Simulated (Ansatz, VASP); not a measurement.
**One calculation of IrPt2, two programs**

```xyz
3
Lattice="3.7139 0.0000 0.0000 -1.8569 3.2163 0.0000 0.0000 0.0000 4.4851" Properties=species:S:1:pos:R:3 pbc="T T T"
Ir    0.0000    0.0000    0.0000
Pt    0.0000    2.1442    1.4040
Pt    1.8569    1.0721    3.0811
```

Change from the starting cell: species swapped into the Te2Pd type (P-3m1, No. 164).

Alike in both runs: functional PBE; k mesh 7 × 7 × 5; occupations gaussian, width 0.2 eV; no spin polarisation.

Ansatz relaxed the structure, and its values are those at the end. VASP's run is a single point on that final structure, the one shown.

|  | VASP | Ansatz |
| --- | --- | --- |
| version | VASP 6.6.1 | Ansatz 0.2.0 |
| potentials or method | VASP PAW PBE potentials, release 64 (Ir, Pt), cutoff 500 eV | scalar-relativistic, plane waves, PAW |
| valence electrons in the cell | 29 | 53 |

Ansatz gave:

```
gap on the k mesh at the Fermi level (eV) : none
pressure (GPa)                            : 0.0
rms of the force components (eV/Å)        : 0.016
```

Q: Estimate VASP's values.

A: gap on the k mesh at the Fermi level (eV): none; pressure (GPa): -0.3; rms of the force components (eV/Å): 0.024.

A gap of «none» marks a metal or a gap that the smearing closes. VASP's potentials hold 29 valence electrons a cell and Ansatz's 53, so a difference there can come from the potentials and not from the codes.

Neither program's run includes spin-orbit coupling.
